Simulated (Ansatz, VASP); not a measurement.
Two plane-wave programs on NaF

Contents of POSCAR:

```
NaF
1.0
    2.1626439205      2.1626439205      0.0000000000
   -2.1626439205      2.1626439205      0.0000000000
    0.0000000000      2.1626439205      2.1626439205
Na F
1 1
Direct
    0.0000000000      0.0000000000      0.0000000000
    0.5000000000      0.5000000000      0.0000000000
```

The input INCAR.step1:

```
PREC     = Accurate       # precision mode
ENCUT    = 520            # plane-wave cutoff, eV
ISMEAR   = 0              # smearing method
SIGMA    = 0.01           # smearing width, eV
LREAL    = False          # projectors in reciprocal space
LASPH    = True           # aspherical terms in the spheres
NELM     = 60             # most SCF steps
NBANDS   = 14             # bands
GGA      = PE             # functional
ALGO     = Normal         # electronic algorithm
EDIFF    = 1E-4           # SCF threshold, eV
LWAVE    = True           # write WAVECAR
LCHARG   = False          # write CHGCAR
```

Contents of INCAR.step2:

```
PREC     = Accurate       # precision mode
ENCUT    = 520            # plane-wave cutoff, eV
EDIFF    = 1E-6           # SCF threshold, eV
ISMEAR   = 0              # smearing method
SIGMA    = 0.01           # smearing width, eV
LREAL    = False          # projectors in reciprocal space
LASPH    = True           # aspherical terms in the spheres
NELM     = 60             # most SCF steps
ALGO     = Normal         # electronic algorithm
ISIF     = 2              # what is computed and relaxed
LWAVE    = False          # write WAVECAR
LCHARG   = True           # write CHGCAR
METAGGA  = R2SCAN         # meta-GGA
LMIXTAU  = True         
LELF     = True           # ELF
LVHAR    = True         
NBANDS   = 14             # bands
ISTART   = 1
```

Contents of KPOINTS:

```
regular mesh
0
Gamma
  8 8 8
```

Input for Ansatz:

```yaml
crystal:
  lattice:
    - [2.16264392046, 2.16264392046, 0.0]
    - [-2.16264392046, 2.16264392046, 0.0]
    - [0.0, 2.16264392046, 2.16264392046]
  atoms:
    - { symbol: Na, position: [0.0, 0.0, 0.0] }
    - { symbol: F, position: [0.5, 0.5, 0.0] }
kpoints:
  mp_grid: { grid: [8, 8, 8] }
scf:
  occupations: { method: fixed }
  convergence: { dr2_threshold: 1.0e-10 }
hamiltonian:
  xc: r2scan
  pseudopotentials: { kind: paw }
output:
  forces: true
  stress: true
  eigenstates:
    kpoints:
      - [0.0, 0.0, 0.0]
      - [-0.5, -0.5, -0.5]
      - [-0.5, 0.5, 0.0]
      - [0.0, 0.0, -0.5]
      - [0.0, -0.5, -0.5]
      - [0.0, 0.5, 0.0]
      - [-0.5, 0.0, 0.0]
      - [-0.5, 0.0, -0.5]
  eigenvalues: true
```

Alike in both runs: task single point; functional r2SCAN; k mesh 8 × 8 × 8; no spin polarisation.

```csv
,VASP,Ansatz
version,VASP 6.6.1,Ansatz 0.2.0
potentials or method,"VASP PAW PBE potentials, release 64 (Na_pv, F)","PAW with Ansatz's default frozen-core files, scalar-relativistic"
plane-wave cutoff (eV),520,500
occupations,"gaussian, width 0.01 eV",fixed
valence electrons in the cell,14,16
```

VASP gave:

| Item | Value |
| --- | --- |
| gap on the k mesh at the Fermi level (eV) | 8.51 |
| pressure (GPa) | 14.7 |

Question: Estimate Ansatz's values.

Answer: gap on the k mesh at the Fermi level (eV): 8.46; pressure (GPa): 15.0.

VASP's potentials were made for PBE, not for r2SCAN. VASP's potentials hold 14 valence electrons a cell and Ansatz's 16, so a difference there can come from the potentials and not from the codes.
